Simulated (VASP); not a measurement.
## Pt: relaxation of cell and atoms with PBE

Pt:

```
Pt
1.0
     2.37106    0.00000    0.00000
     0.00000    2.37106    0.00000
     0.00000    0.00000    2.37106
Pt
1
Direct
  0.00000 0.00000 0.00000
```

This isn't the form of Pt at room conditions, which is fcc.

```json
{
 "Program": "VASP 6.6.1",
 "Task": "relaxation of cell and atoms",
 "Functional": "PBE",
 "Potentials or basis": "VASP PAW PBE potentials, release 64 (Pt)",
 "Cutoff": "600 eV",
 "k mesh": "16 × 16 × 16",
 "Occupations": "fermi-dirac, width 0.05 eV",
 "Spin": "no spin polarisation",
 "Target pressure": "92 GPa",
 "Dipole correction": "no",
 "Further INCAR settings": "ALGO = Normal; EDIFF = 1e-06; IBRION = 2; EDIFFG = -0.005; NSW = 60; ISIF = 3"
}
```

* Relaxed volume: 14.01 Å³/atom
* Relaxed cell: a = 2.411 Å, b = 2.411 Å, c = 2.411 Å, α = 90.00°, β = 90.00°, γ = 90.00°
* Space group after relaxing (to 0.1 Å): Pm-3m (No. 221)
* Energy change on relaxing (the run minimises the enthalpy): -457.6 meV/atom
* Ionic steps: 18
* Pressure after relaxing: 92.0 GPa
* Band gap on the k mesh: zero (bands 5 and 6 overlap by 4.82 eV)

Step by step:
```tsv
step	energy change (eV)	largest force (eV/Å)	pressure (GPa)	volume (Å³)
1	0.0000	0.0000	125.10	13.33
2	-1.2964	0.0000	-10.92	19.38
3	-0.5321	0.0000	86.37	14.14
4	-0.4619	0.0000	91.65	14.02
5	-0.4539	0.0000	92.27	14.00
6	-0.4541	0.0000	92.28	14.00
7	-0.4547	0.0000	92.26	14.00
8	-0.4547	0.0000	92.22	14.00
9	-0.4547	0.0000	92.22	14.00
10	-0.4547	0.0000	92.22	14.00
11	-0.4547	0.0000	92.22	14.00
12	-0.4548	0.0000	92.22	14.00
13	-0.4549	0.0000	92.21	14.00
14	-0.4552	0.0000	92.20	14.01
15	-0.4557	0.0000	92.17	14.01
16	-0.4568	0.0000	92.06	14.01
17	-0.4589	0.0000	91.91	14.01
18	-0.4576	0.0000	92.00	14.01
```

Final structure:
```xyz
1
Lattice="2.4107 0.0000 0.0000 0.0000 2.4107 0.0000 0.0000 0.0000 2.4107" Properties=species:S:1:pos:R:3 pbc="T T T"
Pt    0.0000    0.0000    0.0000
```

Levels at points of the mesh, in eV from the Fermi level:
```tsv
k point	band 2	band 3	band 4	band 5	band 6	band 7	band 8	band 9
(0.00, 0.00, 0.00)	-8.17	-8.17	0.52	0.52	0.52	16.48	16.48	16.48
(0.50, 0.00, 0.00)	-7.32	-2.80	-2.80	-1.74	0.86	6.27	16.17	20.75
(0.50, 0.50, 0.00)	-6.48	-2.17	-2.17	2.97	4.54	4.54	13.12	15.14
(0.50, 0.50, 0.50)	-7.20	-7.20	3.20	3.20	8.71	11.91	11.91	11.91
```

Run time: 2.2 min on 1 thread of Intel Xeon 8259CL, with other jobs on the host, peak memory 0.16 GiB.

Caveat: the cell is relaxed towards a set pressure, so the run minimises the enthalpy, not the energy; spin-orbit coupling is left out, which moves the levels of the heavy elements.
